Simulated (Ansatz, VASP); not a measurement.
# SiGe: VASP beside Ansatz

```
CELL_PARAMETERS angstrom
3.79947 0.00000 0.00000
-1.89974 3.29044 0.00000
0.00000 0.00000 6.27903
ATOMIC_POSITIONS crystal
Si 0.66667 0.33333 0.87450
Si 0.33333 0.66667 0.37450
Ge 0.66667 0.33333 0.49268
Ge 0.33333 0.66667 0.99268
```

Alike in both runs: task single point; functional LDA; k mesh 12 × 12 × 6; occupations gaussian, width 0.03 eV; no spin polarisation.

|  | VASP | Ansatz |
| --- | --- | --- |
| version | VASP 6.6.1 | Ansatz 0.2.0 |
| potentials or method | VASP PAW LDA potentials, release 64 (Si, Ge_d), cutoff 520 eV | scalar-relativistic, plane waves, PAW |
| valence electrons in the cell | 36 | 36 |

VASP gave:

```
gap on the k mesh at the Fermi level (eV)                     : 0.24
least direct gap on the mesh (eV)                             : 0.58
pressure (GPa)                                                : 5.6
traceless stress, the component that is largest in VASP (GPa) : -2.42
rms of the force components (eV/Å)                            : 0.379
```

Question: Which values does Ansatz return?

Answer: gap on the k mesh at the Fermi level (eV): 0.24; least direct gap on the mesh (eV): 0.57; pressure (GPa): 5.5; traceless stress, the component that is largest in VASP (GPa): -2.41; rms of the force components (eV/Å): 0.378.

Ansatz warns that its potentials were made for another functional, while VASP's fit it. LDA's correlation is that of Perdew and Zunger in VASP and of Perdew and Wang (1992) in Ansatz. Atom by atom the forces differ by 0.001 eV/Å (rms over components).
